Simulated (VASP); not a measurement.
LiCd, 4 atoms in the cell. Symmetry: Fd-3m, No. 227, cubic system. Conventional cell: a = 6.709 Å, b = 6.709 Å, c = 6.709 Å, α = 90.00°, β = 90.00°, γ = 90.00°. Within 3.8 Å of Li (site symmetry -43m) lie 4 Li at 2.91 Å and 10 Cd at 2.91 to 3.35 Å. Within 3.8 Å of Cd (site symmetry -43m) lie 10 Li at 2.91 to 3.35 Å and 4 Cd at 2.91 Å. 

| Quantity | Value |
| --- | --- |
| Program | VASP 6.6.1 |
| Task | single point |
| Functional | PBEsol |
| Potentials or basis | VASP PAW PBE potentials, release 64 (Li_sv, Cd) |
| Cutoff | 520 eV |
| k mesh | 6 × 6 × 6 |
| Occupations | fermi-dirac, width 0.1 eV |
| Spin | no spin polarisation |
| Dipole correction | no |
| Further INCAR settings | ALGO = Normal; EDIFF = 1e-06; NBANDS = 23 |

Potentials or basis: VASP PAW PBE potentials, release 64 (Li_sv, Cd).

Run with:

```bash
$ cat potpaw_PBE.64/Li_sv/POTCAR potpaw_PBE.64/Cd/POTCAR > POTCAR
$ mpirun -np 1 vasp_std > vasp.out
```

Hardware: 1 thread of Intel(R) Xeon(R) Platinum 8488C (Sapphire Rapids), on a shared host.

Q: How long does it take, and how much memory?

A: It took 16 s on 1 thread of Intel(R) Xeon(R) Platinum 8488C (Sapphire Rapids), on a shared host, peak memory 0.2 GiB. Counts: scf iterations 11, k points 16.
